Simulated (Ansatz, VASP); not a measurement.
# InAs in VASP and in Ansatz

The input INCAR:

```
SYSTEM = InAs
PREC = Accurate ; ENCUT = 520
EDIFF = 1E-6 ; ISMEAR = 0
SIGMA = 0.1 ; LREAL = Auto
LASPH = .TRUE. ; NELM = 100
ALGO = Normal ; ISIF = 2
LWAVE = .FALSE. ; LCHARG = .FALSE.
LDIPOL = .TRUE. ; IDIPOL = 3
DIPOL = 0.5 0.5 0.442 ; GGA = PE
IVDW = 12 ; NBANDS = 86
```

File KPOINTS:

```
regular mesh
0
G
  3 3 1
  0 0 0
```

Contents of POSCAR:

```
InAs
1.0
    8.6438581911      0.0000000000      0.0000000000
   -4.3219290956      7.4858007802      0.0000000000
    0.0000000000      0.0000000000     23.1870504119
As In
8 8
Direct
    0.5000000000      0.0000000000      0.3450201667
    0.5000000000      0.5000000000      0.3450201667
    0.0000000000      0.0000000000      0.3450201667
    0.0000000000      0.5000000000      0.3450201667
    0.6799083001      0.8514416974      0.5035478054
    0.6633444096      0.3263295760      0.5085833104
    0.1720061083      0.8510464740      0.5035640328
    0.1713220734      0.3417711207      0.4980945166
    0.1666666667      0.8333333333      0.3830677005
    0.1666666667      0.3333333333      0.3830677005
    0.6666666667      0.8333333333      0.3830677005
    0.6666666667      0.3333333333      0.3830677005
    0.3395069114      0.6780633236      0.5249072646
    0.3298103193      0.1805619090      0.5454161263
    0.8336772560      0.6669339684      0.5292807679
    0.8517856792      0.1812231831      0.5455016419
```

Input for Ansatz:

```yaml
crystal:
  lattice:
    - [8.6438581911, 0.0, 0.0]
    - [-4.3219290956, 7.4858007802, 0.0]
    - [0.0, 0.0, 23.1870504119]
  atoms:
    - { symbol: As, position: [0.5, 0.0, 0.3450201667] }
    - { symbol: As, position: [0.5, 0.5, 0.3450201667] }
    - { symbol: As, position: [0.0, 0.0, 0.3450201667] }
    - { symbol: As, position: [0.0, 0.5, 0.3450201667] }
    - { symbol: In, position: [0.1666666667, 0.8333333333, 0.3830677005] }
    - { symbol: In, position: [0.1666666667, 0.3333333333, 0.3830677005] }
    - { symbol: In, position: [0.6666666667, 0.8333333333, 0.3830677005] }
    - { symbol: In, position: [0.6666666667, 0.3333333333, 0.3830677005] }
    - { symbol: As, position: [0.6799083001, 0.8514416974, 0.5035478054] }
    - { symbol: As, position: [0.6633444096, 0.326329576, 0.5085833104] }
    - { symbol: As, position: [0.1720061083, 0.851046474, 0.5035640328] }
    - { symbol: As, position: [0.1713220734, 0.3417711207, 0.4980945166] }
    - { symbol: In, position: [0.3395069114, 0.6780633236, 0.5249072646] }
    - { symbol: In, position: [0.3298103193, 0.180561909, 0.5454161263] }
    - { symbol: In, position: [0.833677256, 0.6669339684, 0.5292807679] }
    - { symbol: In, position: [0.8517856792, 0.1812231831, 0.5455016419] }
basis:
  ecutwfc: 420
kpoints:
  mp_grid: { grid: [3, 3, 1] }
hamiltonian:
  xc: pbe
  dispersion: d3bj
scf:
  occupations: { method: gaussian, width: 0.1 }
output:
  forces: true
  eigenvalues: true
  write_density: true
  volumetric_format: npy
efield:
  axis: 3
  dipole_correction: true
  ramp_width: 0.04
```

Alike in both runs: task single point; functional PBE; dispersion D3(BJ); k mesh 3 × 3 × 1; occupations gaussian, width 0.1 eV; no spin polarisation.

|  | VASP | Ansatz |
| --- | --- | --- |
| version | VASP 6.6.1 | Ansatz 0.2.0 |
| potentials or method | VASP PAW PBE potentials, release 64 (As, In_d), cutoff 520 eV | scalar-relativistic, plane waves, PAW |
| valence electrons in the cell | 144 | 224 |

VASP gave:

```
gap on the k mesh at the Fermi level (eV) : none
rms of the force components (eV/Å)        : 0.197
```

Q: Estimate Ansatz's values.

A: gap on the k mesh at the Fermi level (eV): none; rms of the force components (eV/Å): 0.200.

A gap of «none» marks a metal or a gap that the smearing closes. VASP's potentials hold 144 valence electrons a cell and Ansatz's 224, so a difference there can come from the potentials and not from the codes.
